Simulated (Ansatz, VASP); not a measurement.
## Pb: VASP beside Ansatz

The input INCAR:

```
SYSTEM = Pb
  PREC = Accurate
  ENCUT = 520
  EDIFF = 1E-7
  ISMEAR = -1
  SIGMA = 0.08
  LREAL = .False.
  LASPH = .True.
  NELM = 80
  ALGO = Normal
  ISIF = 2
  LWAVE = .False.
  LCHARG = .False.
  GGA = PS
  NBANDS = 21
```

The input KPOINTS:

```
Automatic mesh
0
Gamma
  14 14 8
  0 0 0
```

POSCAR

```
Pb
1.0
    3.5148006975      0.0000000000      0.0000000000
   -1.7574003488      3.0439066932      0.0000000000
    0.0000000000      0.0000000000      5.5900000000
Pb
2
Direct
    0.3333333333      0.6666666667      0.2500000000
    0.6666666667      0.3333333333      0.7500000000
```

Input for Ansatz:

```yaml
crystal:
  lattice:
    - [3.5148006975, 0.0, 0.0]
    - [-1.7574003488, 3.0439066932, 0.0]
    - [0.0, 0.0, 5.59]
  atoms:
    - { symbol: Pb, position: [0.3333333333, 0.6666666667, 0.25] }
    - { symbol: Pb, position: [0.6666666667, 0.3333333333, 0.75] }
kpoints:
  mp_grid: { grid: [14, 14, 8] }
  band_path:
    path:
      - [0.0, 0.0, 0.0]
      - [0.5, 0.0, 0.0]
      - [0.3333333333, 0.3333333333, 0.0]
      - [0.0, 0.0, 0.0]
      - [0.0, 0.0, 0.5]
      - [0.5, 0.0, 0.5]
      - [0.3333333333, 0.3333333333, 0.5]
      - [0.0, 0.0, 0.5]
      - [0.5, 0.0, 0.5]
    npoints: 5
scf:
  occupations: { method: fermi_dirac, width: 0.08 }
hamiltonian:
  xc: pbesol
  pseudopotentials: { kind: all_electron, lapw: { basis_error: 0.0005 } }
output:
  forces: true
  stress: true
  eigenvalues: true
```

Change from the starting cell: equal xx and yy strain of +1 %.

Alike in both runs: task single point; functional PBEsol; k mesh 14 × 14 × 8; occupations fermi-dirac, width 0.08 eV; no spin polarisation.

```csv
,VASP,Ansatz
version,VASP 6.6.1,Ansatz 0.2.0
potentials or method,"VASP PAW PBE potentials, release 64 (Pb_d), cutoff 520 eV","all-electron LAPW, scalar-relativistic"
```

|  | VASP | Ansatz | Ansatz less VASP |
| --- | --- | --- | --- |
| pressure (GPa) | 0.0 | 0.1 | +0.09 |
| traceless stress, the component that is largest in VASP (GPa) | 1.38 | 1.39 | +0.008 |

VASP's potentials were made for PBE, not for PBEsol. Ansatz ran all-electron here, and VASP with PAW potentials.

Spin-orbit coupling is off throughout.
